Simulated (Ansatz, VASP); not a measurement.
# Two plane-wave programs on MnPt2

The input INCAR:

```
SYSTEM = MnPt2
PREC     = Accurate       ! precision mode
ENCUT    = 520            ! plane-wave cutoff, eV
EDIFF    = 1E-7           ! SCF threshold, eV
ISMEAR   = -1             ! smearing method
SIGMA    = 0.05           ! smearing width, eV
LREAL    = .FALSE.        ! projectors in reciprocal space
LASPH    = .TRUE.         ! aspherical terms in the spheres
NELM     = 150            ! most SCF steps
ALGO     = Fast           ! electronic algorithm
ISIF     = 2              ! what is computed and relaxed
LWAVE    = .FALSE.        ! write WAVECAR
LCHARG   = .TRUE.         ! write CHGCAR
ISPIN    = 2              ! spin polarisation
MAGMOM   = 0 0 4          ! initial moments
LORBIT   = 11             ! projections on sites
LMAXMIX  = 4              ! l up to which the mixer works
GGA      = PS             ! functional
LELF     = .TRUE.         ! ELF
LVHAR    = .TRUE.       
NBANDS   = 28             ! bands
```

KPOINTS

```
regular mesh
0
G
  11 11 4
  0 0 0
```

POSCAR

```
MnPt2
1.0
    2.8000532941      0.0000000000      0.0000000000
   -1.4000266470      2.4249172847      0.0000000000
    0.0000000000      0.0000000000      6.3991501735
Pt Mn
2 1
Direct
    0.6666666667      0.3333333333      0.3162060000
    0.3333333333      0.6666666667      0.6837940000
    0.0000000000      0.0000000000      0.0000000000
```

File input.yaml:

```yaml
crystal:
  lattice:
    - [2.8000532941, 0.0, 0.0]
    - [-1.400026647, 2.4249172847, 0.0]
    - [0.0, 0.0, 6.3991501735]
  atoms:
    - { symbol: Pt, position: [0.6666666667, 0.3333333333, 0.316206] }
    - { symbol: Pt, position: [0.3333333333, 0.6666666667, 0.683794] }
    - { symbol: Mn, position: [0.0, 0.0, 0.0], spin: 4.0 }
hamiltonian:
  xc: pbesol
  pseudopotentials: { kind: paw }
magnetization:
  spin_polarized: true
kpoints:
  mp_grid: { grid: [11, 11, 4] }
scf:
  occupations: { method: fermi_dirac, width: 0.05 }
output:
  forces: true
  stress: true
  eigenvalues: true
```

Alike in both runs: task single point; functional PBEsol; k mesh 11 × 11 × 4; occupations fermi-dirac, width 0.05 eV; collinear spin.

|  | VASP | Ansatz |
| --- | --- | --- |
| version | VASP 6.6.1 | Ansatz 0.2.0 |
| potentials or method | VASP PAW PBE potentials, release 64 (Pt, Mn_pv) | Ansatz PAW |
| plane-wave cutoff (eV) | 520 | 420 |
| valence electrons in the cell | 33 | 51 |

|  | VASP | Ansatz | Ansatz less VASP |
| --- | --- | --- | --- |
| gap on the k mesh at the Fermi level (eV) | none | none | - |
| pressure (GPa) | 1.6 | 1.7 | +0.05 |
| traceless stress, the component that is largest in VASP (GPa) | 3.84 | 3.72 | -0.127 |
| rms of the force components (eV/Å) | 0.075 | 0.067 | -0.0075 |
| net moment per atom (μB) | 1.39 | 1.38 | -0.007 |
| size of the moment on the site where the two differ most (μB) | 3.49 | 3.44 | -0.050 |

VASP's potentials were made for PBE, not for PBEsol. Site moments also hang on the region over which each program counts them. Atom by atom the forces differ by 0.008 eV/Å (rms over components). A gap of «none» marks a metal or a gap that the smearing closes. VASP's potentials hold 33 valence electrons a cell and Ansatz's 51, so a difference there can come from the potentials and not from the codes.

Neither program's run includes spin-orbit coupling.
